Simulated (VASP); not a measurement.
Input of a VASP 6.6.1 run:

The input INCAR:

```
ALGO = Normal ; EDIFF = 1E-6
ENCUT = 520 ; GGA = PE
ISIF = 2 ; ISMEAR = 0
LASPH = T ; LCHARG = T
LELF = T ; LREAL = F
LVHAR = T ; LWAVE = F
NBANDS = 25 ; NELM = 60
PREC = Accurate ; SIGMA = 0.01
```

File KPOINTS:

```
k-points
0
Gamma
  8 8 8
```

The input POSCAR:

```
SiO2
1.0
   -1.7455993063      1.7455993063      4.2169609648
    1.7455993063     -1.7455993063      4.2169609648
    1.7455993063      1.7455993063     -4.2169609648
Si O
2 4
Direct
    0.7500000000      0.2500000000      0.5000000000
    0.0000000000      0.0000000000      0.0000000000
    0.5421687974      0.0421687974      0.5000000000
    0.7921687974      0.7921687974      0.0000000000
    0.2078312026      0.2078312026      0.0000000000
    0.9578312026      0.4578312026      0.5000000000
```

Potentials or basis: VASP PAW PBE potentials, release 64 (Si, O).

Launch:

```sh
$ cat potpaw_PBE.64/Si/POTCAR potpaw_PBE.64/O/POTCAR > POTCAR
$ mpirun -np 1 vasp_std > vasp.out
```

(1) What does it give for the band gap on the k mesh?

(2) What does it give for the largest force?

(3) What does it give for the pressure?

## Answers

(1) 6.33 eV (least direct gap 6.98 eV).

(2) 0.303 eV/Å.

(3) 8.9 GPa.

Caveat: the cell stands under pressure.
